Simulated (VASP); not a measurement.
Write the native input for VASP 6.6.1 that does the following.

| Property | Result |
| --- | --- |
| Task | single point |
| Functional | PBE |
| Potentials or basis | VASP PAW PBE potentials, release 64 (Al, O) |
| Cutoff | 520 eV |
| k mesh | 6 × 6 × 6 |
| Occupations | gaussian, width 0.01 eV |
| Spin | no spin polarisation |
| Dipole correction | no |
| Further INCAR settings | ALGO = Normal; EDIFF = 1e-07; NBANDS = 35 |

The structure of Al2O3 lies in POSCAR:

```
Al2O3
1.0
    2.3552033310      1.3597772771      4.2852296112
   -2.3552033310      1.3597772771      4.2852296112
    0.0000000000     -2.7195545543      4.2852296112
Al O
4 6
Direct
    0.8521488403      0.8521488403      0.8521488403
    0.3521488403      0.3521488403      0.3521488403
    0.1478511597      0.1478511597      0.1478511597
    0.6478511597      0.6478511597      0.6478511597
    0.4438250151      0.0561749849      0.7500000000
    0.0561749849      0.7500000000      0.4438250151
    0.5561749849      0.9438250151      0.2500000000
    0.2500000000      0.5561749849      0.9438250151
    0.9438250151      0.2500000000      0.5561749849
    0.7500000000      0.4438250151      0.0561749849
```

This cell differs from its parent crystal: volume changed by -6%.

These files were run (other wordings do the same):

INCAR

```
SYSTEM = Al2O3
PREC = Accurate ; ENCUT = 520
EDIFF = 1E-7 ; ISMEAR = 0
SIGMA = 0.01 ; LREAL = .FALSE.
LASPH = .TRUE. ; NELM = 80
ALGO = Normal ; ISIF = 2
LWAVE = .FALSE. ; LCHARG = .FALSE.
GGA = PE ; NBANDS = 35
```

KPOINTS

```
regular mesh
0
G
  6 6 6
  0 0 0
```

Potentials or basis: VASP PAW PBE potentials, release 64 (Al, O).

Launch:

```bash
$ cat potpaw_PBE.64/Al/POTCAR potpaw_PBE.64/O/POTCAR > POTCAR
$ mpirun -np 1 vasp_std > vasp.out
```

It gave:

| Item | Value |
| --- | --- |
| Pressure | 16.1 GPa |
| Largest force | 0.066 eV/Å |
| Band gap on the k mesh | 6.63 eV, direct |

It took 100 s on 1 thread of Intel Xeon 6975P-C, with other jobs on the host, peak memory 0.26 GiB.
